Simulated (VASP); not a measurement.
Here is a VASP 6.6.1 calculation.

Contents of INCAR:

```
SYSTEM = AlN
ALGO = Normal
EDIFF = 1E-6
ENCUT = 600
GGA = PS
GGA_COMPAT = .FALSE.
ISIF = 2
ISMEAR = 0
LASPH = .TRUE.
LCHARG = .FALSE.
LREAL = .FALSE.
LWAVE = .FALSE.
NBANDS = 16
NELM = 120
PREC = Accurate
SIGMA = 0.05
```

The input KPOINTS:

```
k-points
0
G
  12 12 6
  0 0 0
```

The input POSCAR:

```
AlN
1.0
    3.1110021516      0.0000000000      0.0000000000
   -1.5555010758      2.6942068945      0.0000000000
    0.0000000000      0.0000000000      4.9780000000
Al N
2 2
Direct
    0.3333333333      0.6666666667      0.0000000000
    0.6666666667      0.3333333333      0.5000000000
    0.3333333333      0.6666666667      0.3850000000
    0.6666666667      0.3333333333      0.8850000000
```

Potentials or basis: VASP PAW PBE potentials, release 64 (Al, N).

Command:

```sh
$ cat potpaw_PBE.64/Al/POTCAR potpaw_PBE.64/N/POTCAR > POTCAR
$ mpirun -np 1 vasp_std > vasp.out
```

Task: What does it give for the band gap on the k mesh?

Result: 4.09 eV, direct.

Task: Predict the largest force.

Result: 0.178 eV/Å.

Forces in eV/Å, atoms in the order of the input:
```
Al   0.000  0.000  0.178
Al   0.000  0.000  0.178
N    0.000  0.000 -0.178
N    0.000  0.000 -0.178
```

Caveat: the PAW data sets were made with another functional, which shifts forces and pressure a little.

**The experiment to reproduce.**

“Self-assembly of well-separated AlN nanowires directly on sputtered metallic TiN films”, 2019, arxiv:1910.07391 quotes, for a bulk crystal of AlN at 10 K: band gap 6.034 eV (an exciton energy, a little under the gap).

A measured gap of AlN is 6.034 eV (an exciton energy, a little under the gap; 10 K; quoted in “Self-assembly of well-separated AlN nanowires directly on sputtered metallic TiN films”, 2019, arxiv:1910.07391); the calculated 4.09 eV misses it by -1.94 eV. 2 values of this kind are on record (6.034 to 6.0343 eV); this one was drawn at random. The value is that of PBEsol on a finite k mesh, which can miss the band edges, without temperature or zero-point motion. Semilocal functionals fall short of measured gaps as a rule.
